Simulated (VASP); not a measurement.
Input of a VASP 6.6.1 run:

Contents of INCAR:

```
SYSTEM = Cu
  PREC = Accurate
  ENCUT = 520
  EDIFF = 1E-7
  ISMEAR = 0
  SIGMA = 0.15
  LREAL = .FALSE.
  LASPH = .TRUE.
  NELM = 80
  ALGO = Normal
  ISIF = 2
  LWAVE = .FALSE.
  LCHARG = .FALSE.
  GGA = PE
  NBANDS = 12
```

Contents of KPOINTS:

```
Automatic mesh
0
G
  28 28 28
  0 0 0
```

File POSCAR:

```
Cu
1.0
    0.0000000000      1.8148741282      1.8148741282
    1.8148741282      0.0000000000      1.8148741282
    1.8148741282      1.8148741282      0.0000000000
Cu
1
Direct
    0.0000000000      0.0000000000      0.0000000000
```

Potentials or basis: VASP PAW PBE potentials, release 64 (Cu).

Launch:

```sh
$ cat potpaw_PBE.64/Cu/POTCAR > POTCAR
$ mpirun -np 1 vasp_std > vasp.out
```

What does it give for the pressure?

0.5 GPa.
